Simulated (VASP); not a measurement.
# TlCl (Pm-3m) in VASP: notebook, part 3 of 3

VASP 6.6.1.

## Step 6: Vibrations by perturbation theory, LDA (25.96 Å³/atom)

This run uses another cell than the first one, of 25.96 Å³/atom.

Input file INCAR:

```
PREC = Accurate ; ENCUT = 500
EDIFF = 1E-8 ; ISMEAR = 0
SIGMA = 0.01 ; LREAL = F
LASPH = T ; NELM = 120
ALGO = Normal ; ISIF = 2
LWAVE = F ; LCHARG = T
IBRION = 8 ; NSW = 1
GGA_COMPAT = F
```

Input file KPOINTS:

```
Automatic mesh
0
Gamma
  6 6 6
```

Input file POSCAR:

```
TlCl
1.0
    3.7304668129      0.0000000000      0.0000000000
    0.0000000000      3.7304668129      0.0000000000
    0.0000000000      0.0000000000      3.7304668129
Tl Cl
1 1
Direct
    0.0000000000      0.0000000000      0.0000000000
    0.5000000000      0.5000000000      0.5000000000
```

Potentials or basis: VASP PAW LDA potentials, release 64 (Tl_d, Cl).

Run with:

```console
> cat potpaw_LDA.64/Tl_d/POTCAR potpaw_LDA.64/Cl/POTCAR > POTCAR
> mpirun -np 1 vasp_std > vasp.out
```

OUTCAR:

```text
PREC = Accurate
   ENCUT = 500
   EDIFF = 1E-8
   ISMEAR = 0
   LREAL = F
   LASPH = T
   NELM = 120
   ISIF = 2
   IBRION = 8
   NSW = 1

 ion  position               nearest neighbor table
   1  0.000  0.000  0.000-   2 3.23   2 3.23   2 3.23   2 3.23   2 3.23   2 3.23   2 3.23   2 3.23

   2  0.500  0.500  0.500-   1 3.23   1 3.23   1 3.23   1 3.23   1 3.23   1 3.23   1 3.23   1 3.23

  LATTYP: Found a simple cubic cell.
 ALAT       =     3.7304668129

  Lattice vectors:

 A1 = (   3.7304668129,   0.0000000000,   0.0000000000)
 A2 = (   0.0000000000,   3.7304668129,   0.0000000000)
 A3 = (   0.0000000000,   0.0000000000,   3.7304668129)

Analysis of symmetry for initial positions (statically):
=====================================================================
 Subroutine PRICEL returns:
 Original cell was already a primitive cell.

 Routine SETGRP: Setting up the symmetry group for a
 simple cubic supercell.

 Subroutine GETGRP returns: Found 48 space group operations
 (whereof 48 operations were pure point group operations)
 out of a pool of 48 trial point group operations.

The static configuration has the point symmetry O_h .

Analysis of symmetry for dynamics (positions and initial velocities):
=====================================================================
 Subroutine PRICEL returns:
 Original cell was already a primitive cell.

 Routine SETGRP: Setting up the symmetry group for a
 simple cubic supercell.

 Subroutine GETGRP returns: Found 48 space group operations
 (whereof 48 operations were pure point group operations)
 out of a pool of 48 trial point group operations.

The dynamic configuration has the point symmetry O_h .

 Subroutine INISYM returns: Found 48 space group operations
 (whereof 48 operations are pure point group operations),
 and found     1 'primitive' translations

----------------------------------------------------------------------------------------

                                     Primitive cell

  volume of cell :      51.9146

  direct lattice vectors                    reciprocal lattice vectors
     3.730466813  0.000000000  0.000000000     0.268062966  0.000000000  0.000000000
     0.000000000  3.730466813  0.000000000     0.000000000  0.268062966  0.000000000
     0.000000000  0.000000000  3.730466813     0.000000000  0.000000000  0.268062966

  length of vectors
     3.730466813  3.730466813  3.730466813     0.268062966  0.268062966  0.268062966

  position of ions in fractional coordinates (direct lattice)
     0.000000000  0.000000000  0.000000000
     0.500000000  0.500000000  0.500000000

  ion indices of the primitive-cell ions
   primitive index   ion index
                 1           1
                 2           2

[... 133 lines left out ...]
      8       1.5169      2.00000
      9       1.5169      2.00000
     10       1.5169      2.00000
     11      10.8531      0.00000
     12      10.8531      0.00000
     13      11.4080      0.00000
     14      11.4080      0.00000
[... 311 lines left out ...]
      3      -6.6309      2.00000
      4      -6.6309      2.00000
      5      -6.2680      2.00000
      6      -6.2680      2.00000
      7       0.9999      2.00000
      8       0.9999      2.00000
      9       0.9999      2.00000
     10       1.2843      2.00000
     11       5.4289      0.00000
     12       5.4289      0.00000
     13       5.4289      0.00000
     14      16.4994      0.00000

------------------------ aborting loop because EDIFF is reached ----------------------------------------

  FORCE on cell =-STRESS in cart. coord.  units (eV):
  Direction    XX          YY          ZZ          XY          YZ          ZX
  --------------------------------------------------------------------------------------
  -------------------------------------------------------------------------------------
  Total       -0.3315509     -0.3315509     -0.3315509      0.0000000      0.0000000     -0.0000000
  in kB      -10.2322530    -10.2322530    -10.2322530      0.0000000      0.0000000     -0.0000000
  external PRESSURE =     -10.2322530 kB  Pullay stress =       0.0000000 kB

 VOLUME and BASIS-vectors are now :
 -----------------------------------------------------------------------------
  energy-cutoff  :      500.00
  volume of cell :       51.91
      direct lattice vectors                 reciprocal lattice vectors
     3.730466813  0.000000000  0.000000000     0.268062966  0.000000000  0.000000000
     0.000000000  3.730466813  0.000000000     0.000000000  0.268062966  0.000000000
     0.000000000  0.000000000  3.730466813     0.000000000  0.000000000  0.268062966

 POSITION                                       TOTAL-FORCE (eV/Angst)
 -----------------------------------------------------------------------------------
      0.00000      0.00000      0.00000         0.000000      0.000000      0.000000
      1.86523      1.86523      1.86523         0.000000      0.000000      0.000000
 -----------------------------------------------------------------------------------
    total drift:                               -0.000000      0.000000      0.000000

  FREE ENERGIE OF THE ION-ELECTRON SYSTEM (eV)
  ---------------------------------------------------
  free  energy   TOTEN  =        -7.0015672173 eV

  energy  without entropy=       -7.0015672173  energy(sigma->0) =       -7.00156722

[... ionic steps 2 to 3 ...]

--------------------------------------- Ionic step        4  -------------------------------------------

------------------------ aborting loop because EDIFF is reached ----------------------------------------

[... ionic steps 5 to 6 ...]

--------------------------------------- Ionic step        7  -------------------------------------------

 Free energy of the ion-electron system (eV)
  ---------------------------------------------------
  ---------------------------------------------------
  free energy    TOTEN  =        -0.19050853 eV

  energy without entropy =       -0.19050853

------------------------ aborting loop because EDIFF is reached ----------------------------------------

 INTERNAL STRAIN TENSOR  FOR ION    2  DIRECTION 1   (eV/Angst):
 -----------------------------------------------------------------------------
    -0.01122 -0.00000 -0.00000
    -0.00000  0.01167  0.00000
     0.00000  0.00000  0.01167

 INTERNAL STRAIN TENSOR FOR ION    2 for displacements in x,y,z  (eV/Angst):
          X           Y           Z          XY          YZ          ZX
  --------------------------------------------------------------------------------
  x     0.00000     0.00000     0.00000     0.00000     0.00000     0.00000
  y     0.00000     0.00000     0.00000     0.00000     0.00000     0.00000
  z     0.00000     0.00000     0.00000     0.00000     0.00000     0.00000

 SECOND DERIVATIVES (NOT SYMMETRIZED)
 ------------------------------------
               1X          1Y          1Z          2X          2Y          2Z
  1X    -0.315870   -0.000000    0.000000    0.315870    0.000000   -0.000000
  1Y    -0.000000   -0.315870   -0.000000    0.000000    0.315870    0.000000
  1Z     0.000000    0.000000   -0.315870   -0.000000   -0.000000    0.315870
  2X     0.303954    0.000000   -0.000000   -0.303954   -0.000000    0.000000
  2Y     0.000000    0.303954   -0.000000   -0.000000   -0.303954    0.000000
  2Z     0.000000    0.000000    0.303954   -0.000000   -0.000000   -0.303954

 Eigenvectors and eigenvalues of the dynamical matrix
 ----------------------------------------------------

   1 f  =    1.572638 THz     9.881174 2PiTHz   52.457548 cm-1     6.503904 meV
             X         Y         Z           dx          dy          dz
      0.000000  0.000000  0.000000     0.195954   -0.338185    0.000000
      1.865233  1.865233  1.865233    -0.461468    0.796417   -0.000000
[... 21 lines left out ...]
   6 f/i=    0.010877 THz     0.068344 2PiTHz    0.362830 cm-1     0.044985 meV
             X         Y         Z           dx          dy          dz
      0.000000  0.000000  0.000000    -0.807961   -0.439497   -0.035690
      1.865233  1.865233  1.865233    -0.343087   -0.186625   -0.015155

--------------------------------------------------------------------------------------------------------

 ELASTIC MODULI CONTR FROM IONIC RELAXATION (kBar)
 Direction    XX          YY          ZZ          XY          YZ          ZX
 --------------------------------------------------------------------------------
 XX           0.0000      0.0000      0.0000      0.0000      0.0000      0.0000
 YY           0.0000      0.0000      0.0000      0.0000      0.0000      0.0000
 ZZ           0.0000      0.0000      0.0000      0.0000      0.0000      0.0000
 XY           0.0000      0.0000      0.0000      0.0000      0.0000      0.0000
 YZ           0.0000      0.0000      0.0000      0.0000      0.0000      0.0000
 ZX           0.0000      0.0000      0.0000      0.0000      0.0000      0.0000
 --------------------------------------------------------------------------------
```

OSZICAR:

```text
N       E                     dE             d eps       ncg     rms          rms(c)
DAV:   1     0.981964091896E+02    0.98196E+02   -0.10029E+04   576   0.123E+03
DAV:   2    -0.347433456763E+01   -0.10167E+03   -0.98342E+02   692   0.259E+02
DAV:   3    -0.728363857641E+01   -0.38093E+01   -0.38033E+01   638   0.457E+01
DAV:   4    -0.731245426610E+01   -0.28816E-01   -0.28815E-01   656   0.458E+00
[... 38 lines left out ...]
RMM:   7    -0.190508319265E+00   -0.36316E-06   -0.10984E-08  1764   0.507E-04    0.340E-04
RMM:   8    -0.190508490386E+00   -0.17112E-06   -0.75650E-09  1726   0.157E-04    0.941E-05
RMM:   9    -0.190508566677E+00   -0.76291E-07   -0.71617E-09  1780   0.734E-05    0.922E-06
RMM:  10    -0.190508539415E+00    0.27262E-07    0.72821E-09  1800   0.114E-05    0.268E-06
RMM:  11    -0.190508530112E+00    0.93026E-08    0.11689E-08  1028   0.171E-06    0.812E-07
 Linear response finished
```

It took 42 s on 1 thread of Intel Xeon Platinum 8488C (Sapphire Rapids), shared host; peak memory 0.21 GiB.

Results:

| Item | Value |
| --- | --- |
| Highest phonon frequency at Γ, LO-TO splitting left out | 52 cm⁻¹ |

Phonon frequencies in cm⁻¹ (negative: imaginary):
```
              q point     frequencies
(0.000, 0.000, 0.000)  0 0 0 52 52 52
```

Caveat: the cell stands under pressure or tension, which shifts response properties; spin-orbit coupling is left out, which moves the levels of the heavy elements.
